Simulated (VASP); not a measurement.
# W4S7 (a cell with a defect) in VASP: notebook

The runs below take W4S7 (a cell with a defect) through single point, with PBE+D3(BJ).

All numbers are computed with VASP 6.6.1; they aren't measurements. Logs are shortened: lines on timing, memory, paths and dates and some standing lists are left out, and cuts for length are marked.

### 1 The cell of the first run

The cell holds a defect, 11 atoms: a = 6.314 Å, b = 6.314 Å, c = 7.055 Å, α = 63.41°, β = 63.41°, γ = 60.00°.

### 2 Single point, PBE+D3(BJ)

File INCAR:

```
PREC = Accurate ; ENCUT = 520
EDIFF = 1E-6 ; ISMEAR = 0
SIGMA = 0.05 ; LREAL = F
LASPH = T ; NELM = 100
ALGO = Normal ; ISIF = 2
LWAVE = F ; LCHARG = F
GGA = PE ; IVDW = 12
NELECT = 96.0 ; NBANDS = 60
```

File KPOINTS:

```
Automatic mesh
0
Gamma
  6 6 6
```

File POSCAR:

```
W4S7
1.0
    3.1571976361     -5.4684267153      0.0000000000
   -3.1571976361     -5.4684267153      0.0000000000
    0.0000000000     -3.6456178102     -6.0395755976
W S
4 7
Direct
    0.4993440419      0.4993440419      0.0019678744
    0.9993440419      0.4993440419      0.0019678744
    0.4993440419      0.9993440419      0.0019678744
    0.9993440419      0.9993440419      0.0019678744
    0.0357724726      0.0357724726      1.3926825821
    0.7527816500      0.2527816500      0.7416550499
    0.2527816500      0.7527816500      0.7416550499
    0.7527816500      0.7527816500      0.7416550499
    0.5791743081      0.0791743081      0.2624770757
    0.0791743081      0.5791743081      0.2624770757
    0.5791743081      0.5791743081      0.2624770757
```

Potentials or basis: VASP PAW PBE potentials, release 64 (W_sv, S).

Started as:

```console
cat potpaw_PBE.64/W_sv/POTCAR potpaw_PBE.64/S/POTCAR > POTCAR
mpirun -np 1 vasp_std > vasp.out
```

OUTCAR:

```text
PREC = Accurate
   ENCUT = 520
   EDIFF = 1E-6
   ISMEAR = 0
   LREAL = F
   LASPH = T
   NELM = 100
   ISIF = 2
   GGA = PE
   IVDW = 12
   NELECT = 96.0
 IVDW          = 12

 ion  position               nearest neighbor table
   1  0.499  0.499  0.002-   8 2.41   7 2.41   6 2.41  11 2.41  10 2.41   9 2.41   4 3.16   4 3.16
                             3 3.16   2 3.16   2 3.16   3 3.16
   2  0.999  0.499  0.002-   7 2.41   8 2.41  10 2.41  11 2.41   5 2.98   3 3.16   3 3.16   4 3.16
                             4 3.16   1 3.16   1 3.16
   3  0.499  0.999  0.002-   6 2.41   8 2.41   9 2.41  11 2.41   5 2.98   2 3.16   2 3.16   1 3.16
                             4 3.16   1 3.16   4 3.16
   4  0.999  0.999  0.002-   6 2.41   7 2.41   9 2.41  10 2.41   5 2.98   1 3.16   1 3.16   3 3.16
                             2 3.16   2 3.16   3 3.16
   5  0.036  0.036  0.393-   6 2.79   7 2.79   8 2.79   4 2.98   2 2.98   3 2.98
   6  0.753  0.253  0.742-   3 2.41   1 2.41   4 2.41   5 2.79
   7  0.253  0.753  0.742-   2 2.41   1 2.41   4 2.41   5 2.79
   8  0.753  0.753  0.742-   1 2.41   2 2.41   3 2.41   5 2.79
   9  0.579  0.079  0.262-   3 2.41   1 2.41   4 2.41
  10  0.079  0.579  0.262-   2 2.41   1 2.41   4 2.41
  11  0.579  0.579  0.262-   1 2.41   2 2.41   3 2.41

  LATTYP: Found a trigonal (rhomboedric) cell.
 ALAT       =     7.0545731704
 COS(alpha) =     0.5994174297

  Lattice vectors:

 A1 = (  -3.1571976361,   1.8228089051,  -6.0395755976)
 A2 = (   3.1571976361,   1.8228089051,  -6.0395755976)
 A3 = (   0.0000000000,  -3.6456178102,  -6.0395755976)

Analysis of symmetry for initial positions (statically):
=====================================================================
 Subroutine PRICEL returns:
 Original cell was already a primitive cell.

 Routine SETGRP: Setting up the symmetry group for a
 trigonal (rhombohedral) supercell.

 Subroutine GETGRP returns: Found  6 space group operations
 (whereof  2 operations were pure point group operations)
 out of a pool of 12 trial point group operations.

The static configuration has the point symmetry C_1h.
 The point group associated with its full space group is C_3v.

Analysis of symmetry for dynamics (positions and initial velocities):
=====================================================================
 Subroutine PRICEL returns:
 Original cell was already a primitive cell.

 Routine SETGRP: Setting up the symmetry group for a
 trigonal (rhombohedral) supercell.

 Subroutine GETGRP returns: Found  6 space group operations
 (whereof  2 operations were pure point group operations)
 out of a pool of 12 trial point group operations.

The dynamic configuration has the point symmetry C_1h.
 The point group associated with its full space group is C_3v.

 Subroutine INISYM returns: Found  6 space group operations
 (whereof  2 operations are pure point group operations),
 and found     1 'primitive' translations

----------------------------------------------------------------------------------------

                                     Primitive cell

  volume of cell :     208.5454

  direct lattice vectors                    reciprocal lattice vectors
     3.157197636 -5.468426715  0.000000000     0.158368293 -0.091433977  0.055191516
    -3.157197636 -5.468426715  0.000000000    -0.158368293 -0.091433977  0.055191516
     0.000000000 -3.645617810 -6.039575598     0.000000000  0.000000000 -0.165574548

  length of vectors
     6.314395272  6.314395272  7.054573170     0.191015161  0.191015161  0.165574548

  position of ions in fractional coordinates (direct lattice)
     0.499344042  0.499344042  0.001967874
     0.999344042  0.499344042  0.001967874
     0.499344042  0.999344042  0.001967874
     0.999344042  0.999344042  0.001967874
     0.035772473  0.035772473  0.392682582
     0.752781650  0.252781650  0.741655050
     0.252781650  0.752781650  0.741655050
     0.752781650  0.752781650  0.741655050
     0.579174308  0.079174308  0.262477076
     0.079174308  0.579174308  0.262477076
     0.579174308  0.579174308  0.262477076

  ion indices of the primitive-cell ions
   primitive index   ion index
                 1           1
                 2           2
                 3           3
                 4           4
                 5           5
                 6           6
                 7           7
                 8           8
                 9           9
                10          10
                11          11

----------------------------------------------------------------------------------------

 KPOINTS: Automatic mesh

Automatic generation of k-mesh.
 Grid dimensions read from file:
 generate k-points for:    6    6    6

 Generating k-lattice:

  Cartesian coordinates                     Fractional coordinates (reciprocal lattice)
     0.026394715 -0.015238996  0.009198586     0.166666667  0.000000000 -0.000000000
    -0.026394715 -0.015238996  0.009198586     0.000000000  0.166666667 -0.000000000
     0.000000000  0.000000000 -0.027595758     0.000000000  0.000000000  0.166666667

  Length of vectors
     0.031835860  0.031835860  0.027595758

  Shift w.r.t. Gamma in fractional coordinates (k-lattice)
     0.000000000  0.000000000  0.000000000

 Subroutine IBZKPT returns following result:
 ===========================================

 Found     32 irreducible k-points:

 Following reciprocal coordinates:
            Coordinates               Weight
  0.000000  0.000000  0.000000      1.000000
  0.166667 -0.000000 -0.000000      6.000000
  0.333333 -0.000000 -0.000000      6.000000
  0.500000 -0.000000  0.000000      3.000000
  0.166667  0.166667 -0.000000      6.000000
  0.333333  0.166667 -0.000000     12.000000
[... 16 lines left out ...]
 -0.166667  0.500000  0.166667     12.000000
 -0.333333 -0.333333  0.166667      6.000000
 [... further k-points ...]
   k-points           NKPTS =     32   k-points in BZ     NKDIM =     32   number of bands    NBANDS=     60
   number of dos      NEDOS =    301   number of ions     NIONS =     11
   total plane-waves  NPLWV = 124416
   dimension x,y,z NGX =    48 NGY =   48 NGZ =   54
   dimension x,y,z NGXF=    96 NGYF=   96 NGZF=  108
   ions per type =               4   7
   NGX,Y,Z   is equivalent  to a cutoff of  12.64, 12.64, 12.73 a.u.
   NGXF,Y,Z  is equivalent  to a cutoff of  25.27, 25.27, 25.45 a.u.
 SYSTEM =  unknown system
   PREC   = accura    normal or accurate (medium, high low for compatibility)
   ISTART =      0    job   : 0-new  1-cont  2-samecut
   ICHARG =      2    charge: 1-file 2-atom 10-const
   ISPIN  =      1    spin polarized calculation?
   LNONCOLLINEAR =      F non collinear calculations
   LSORBIT =      F    spin-orbit coupling
   LASPH  =      T    aspherical Exc in radial PAW
   ENCUT  =  520.0 eV  38.22 Ry    6.18 a.u.  11.74 11.74 13.12*2*pi/ulx,y,z
   NELM   =    100;   NELMIN=  2; NELMDL= -5     # of ELM steps
   EDIFF  = 0.1E-05   stopping-criterion for ELM
   LREAL  =      F    real-space projection
   EDIFFG = 0.1E-04   stopping-criterion for IOM
   NSW    =      0    number of steps for IOM
   IBRION =     -1    ionic relax: 0-MD 1-quasi-New 2-CG
   NFREE  =      0    steps in history (QN), initial steepest desc. (CG)
   ISIF   =      2    stress and relaxation
   ISYM   =      2    0-nonsym 1-usesym 2-fastsym
   POTIM  = 0.5000    time-step for ionic-motion
   TEBEG  =    0.0;   TEEND  =   0.0 temperature during run
   PSTRESS=    0.0 pullay stress
   NELECT =      96.0000    total number of electrons
   NUPDOWN=      -1.0000    fix difference up-down
   EMIN   =  10.00;   EMAX   =-10.00  energy-range for DOS
   EFERMI =   0.00;   METHOD = LEGACY
   ISMEAR =     0;   SIGMA  =   0.05  broadening in eV -4-tet -1-fermi 0-gaus
   EFERMI_NEDOS =   21; number of points for ismear=-14 and -15
   IALGO  =     38    algorithm
   IMIX   =      4    mixing-type and parameters
     AMIX     =   0.40;   BMIX     =  1.00
     AMIX_MAG =   1.60;   BMIX_MAG =  1.00
  volume/ion in A,a.u.               =      18.96       127.94
  Fermi-wavevector in a.u.,A,eV,Ry     =   1.264052  2.388713 21.739773  1.597828
  Thomas-Fermi vector in A             =   2.397377
   LORBIT       =      0    0 simple, 1 ext, 2 COOP (PROOUT), +10 PAW based schemes
   GGA     = PE    functional components
   LHFCALC =     F    Hartree Fock is set to
   AEXX    =    0.0000 exact exchange contribution
   IVDW    =    12    specifies the selected vdW correction
   LEPSILON=     F    determine dielectric tensor
   LRPA    =     F    only Hartree local field effects (RPA)
 non-spin polarized calculation
 Gauss-broadening in eV      SIGMA  =   0.05
  energy-cutoff  :      520.00
  volume of cell :      208.55
 maximum number of plane-waves:      5644
   NGX = 23   NGY = 23   NGZ = 27

 number of electron      95.9999996 magnetization

 Free energy of the ion-electron system (eV)
  ---------------------------------------------------
  ext. energy  EPLUGINS =         0.00000000
  ---------------------------------------------------
  free energy    TOTEN  =       -96.89490252 eV

  energy without entropy =      -96.88275276  energy(sigma->0) =      -96.88882764

 E-fermi :   5.9558     XC(G=0): -10.5702

 val. band max:        5.9387807558   @ k =   0.0000   0.0000   0.1667
 cond. band min:       5.9601537880   @ k =   0.5000   0.3333   0.0000
 fundamental gap:      0.0213730323
 Fermi energy:         5.9557861889

 k-point     1 :       0.0000    0.0000    0.0000
  band No.  band energies     occupation
      1     -68.1933      2.00000
      2     -68.1800      2.00000
      3     -68.1800      2.00000
      4     -67.9747      2.00000
      5     -32.5152      2.00000
      6     -32.5152      2.00000
[... 52 lines left out ...]
     59       9.6195      0.00000
     60       9.7647      0.00000

 k-point     2 :       0.1667   -0.0000   -0.0000
  band No.  band energies     occupation
      1     -68.1925      2.00000
      2     -68.1808      2.00000
      3     -68.1800      2.00000
      4     -67.9747      2.00000
      5     -32.5025      2.00000
      6     -32.4992      2.00000
[... 52 lines left out ...]
     59       9.6749      0.00000
     60       9.8738      0.00000

 k-point     3 :       0.3333   -0.0000   -0.0000
  band No.  band energies     occupation
      1     -68.1904      2.00000
      2     -68.1828      2.00000
      3     -68.1800      2.00000
      4     -67.9748      2.00000
      5     -32.4707      2.00000
      6     -32.4645      2.00000
[... 1312 lines left out ...]
     59       9.5020      0.00000
     60       9.8858      0.00000

 k-point    24 :      -0.3333   -0.3333    0.1667
  band No.  band energies     occupation
      1     -68.1904      2.00000
      2     -68.1828      2.00000
      3     -68.1800      2.00000
      4     -67.9748      2.00000
      5     -32.4707      2.00000
      6     -32.4645      2.00000
[... 52 lines left out ...]
     59       9.5711      0.00000
     60       9.6496      0.00000

 [... further k-points ...]

------------------------ aborting loop because EDIFF is reached ----------------------------------------

 Edisp (eV)   -4.45947

 E8    (eV) :    -1.8939

  FORCE on cell =-STRESS in cart. coord.  units (eV):
  Direction    XX          YY          ZZ          XY          YZ          ZX
  --------------------------------------------------------------------------------------
  -------------------------------------------------------------------------------------
  Total     -31.95205   -31.95205   -34.40731     0.00000    -0.00000     0.00000
  in kB    -245.47582  -245.47582  -264.33869     0.00000    -0.00000     0.00000
  external pressure =     -251.76 kB  Pullay stress =        0.00 kB

 VOLUME and BASIS-vectors are now :
 -----------------------------------------------------------------------------
  energy-cutoff  :      520.00
  volume of cell :      208.55
      direct lattice vectors                 reciprocal lattice vectors
     3.157197636 -5.468426715  0.000000000     0.158368293 -0.091433977  0.055191516
    -3.157197636 -5.468426715  0.000000000    -0.158368293 -0.091433977  0.055191516
     0.000000000 -3.645617810 -6.039575598     0.000000000  0.000000000 -0.165574548

 POSITION                                       TOTAL-FORCE (eV/Angst)
 -----------------------------------------------------------------------------------
      0.00000     -5.46843     -0.01189         0.000000      0.000000     -0.416299
      1.57860     -8.20264     -0.01189         1.941156      1.120727     -1.321795
     -1.57860     -8.20264     -0.01189        -1.941156      1.120727     -1.321795
      0.00000    -10.93685     -0.01189         0.000000     -2.241454     -1.321795
      0.00000     -1.82281     -2.37164         0.000000      0.000000      4.533573
      1.57860     -8.20264     -4.47928         0.330243      0.190666     -0.244558
     -1.57860     -8.20264     -4.47928        -0.330243      0.190666     -0.244558
      0.00000    -10.93685     -4.47928         0.000000     -0.381332     -0.244558
      1.57860     -4.55702     -1.58525         0.530817      0.306467      0.193928
     -1.57860     -4.55702     -1.58525        -0.530817      0.306467      0.193928
      0.00000     -7.29124     -1.58525         0.000000     -0.612935      0.193928
 -----------------------------------------------------------------------------------
    total drift:                                0.000000      0.000009      0.000064

  FREE ENERGIE OF THE ION-ELECTRON SYSTEM (eV)
  ---------------------------------------------------
  free  energy   TOTEN  =      -101.3543733900 eV

  energy  without entropy=     -101.3422236301  energy(sigma->0) =     -101.34829851
```

Wall time 5.4 min (1 thread of Intel Xeon 6975P-C (Granite Rapids), shared host); peak memory 0.51 GiB.

Results:

```
Free energy                : -101.3544 eV
Largest force              : 4.534 eV/Å
Dispersion energy per atom : -0.405 eV
```

Forces on the atoms (eV/Å):
```
W    0.000  0.000 -0.416
W    1.941  1.121 -1.322
W   -1.941  1.121 -1.322
W    0.000 -2.241 -1.322
S    0.000  0.000  4.534
S    0.330  0.191 -0.245
S   -0.330  0.191 -0.245
S    0.000 -0.381 -0.245
S    0.531  0.306  0.194
S   -0.531  0.306  0.194
S    0.000 -0.613  0.194
```

Caveat: the cell carries a net charge on a neutralising background, which shifts energy and pressure; the cell differs from its parent crystal (atoms taken out, atom 5 moved 1.250 of the way to it and +0.000 Å across, host rigid); the cell is charged against a uniform background, so pressure and absolute levels hang on convention; spin-orbit coupling is left out, which moves the levels of the heavy elements.

(Part 1 of 3 ends here.)
